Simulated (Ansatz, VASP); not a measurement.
**Al3Cu: VASP beside Ansatz**

```
Al Cu
1.0
     4.27803    0.00000    0.00000
     0.00000    3.88912    0.00000
     0.00000    0.00000    3.88912
Al Cu
3 1
Direct
  0.00000 0.50000 0.50000
  0.50000 0.00000 0.50000
  0.50000 0.50000 0.00000
  0.00000 0.00000 0.00000
```

Change from the starting cell: strain +0.1000 x Voigt [1, 0, 0, 0, 0, 0], atoms carried along.

Alike in both runs: task single point; functional r2SCAN; k mesh 12 × 12 × 12; occupations gaussian, width 0.15 eV; no spin polarisation.

|  | VASP | Ansatz |
| --- | --- | --- |
| version | VASP 6.6.1 | Ansatz 0.2.0 |
| potentials or method | VASP PAW PBE potentials, release 64 (Al, Cu), cutoff 520 eV | scalar-relativistic, plane waves, PAW |
| valence electrons in the cell | 20 | 28 |

|  | VASP | Ansatz | Ansatz less VASP |
| --- | --- | --- | --- |
| gap on the k mesh at the Fermi level (eV) | none | none | - |
| pressure (GPa) | -8.1 | -7.7 | +0.39 |
| traceless stress, the component that is largest in VASP (GPa) | -5.03 | -5.05 | -0.014 |

VASP's potentials were made for PBE, not for r2SCAN. A gap of «none» marks a metal or a gap that the smearing closes. VASP's potentials hold 20 valence electrons a cell and Ansatz's 28, so a difference there can come from the potentials and not from the codes.
